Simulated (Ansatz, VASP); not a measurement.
# One calculation of TaN, two programs

```
Ta N
1.0
     2.93800    0.00000    0.00000
    -1.46900    2.54438    0.00000
     0.00000    0.00000    2.88300
Ta N
1 1
Direct
  0.33333 0.66667 0.50000
  0.00000 0.00000 0.00000
```

Alike in both runs: task single point; functional HSE06; k mesh 4 × 4 × 4; occupations fermi-dirac, width 0.05 eV; non-collinear spin, spin-orbit coupling.

```csv
,VASP,Ansatz
version,VASP 6.6.1,Ansatz 0.2.0
potentials or method,"VASP PAW PBE potentials, release 64 (Ta_pv, N)",Ansatz PAW
plane-wave cutoff (eV),520,420
valence electrons in the cell,16,18
```

|  | VASP | Ansatz | Ansatz less VASP |
| --- | --- | --- | --- |
| pressure (GPa) | -3.3 | -3.3 | -0.01 |
| traceless stress, the component that is largest in VASP (GPa) | -1.11 | -1.10 | +0.010 |
| net moment per atom (μB) | 0.00 | 0.00 | 0.000 |

With one functional, cell and mesh, what is left measures potentials, basis and numerics. VASP's potentials hold 16 valence electrons a cell and Ansatz's 18, so a difference there can come from the potentials and not from the codes.

The k mesh is coarse, so the values compare programs but aren't converged.
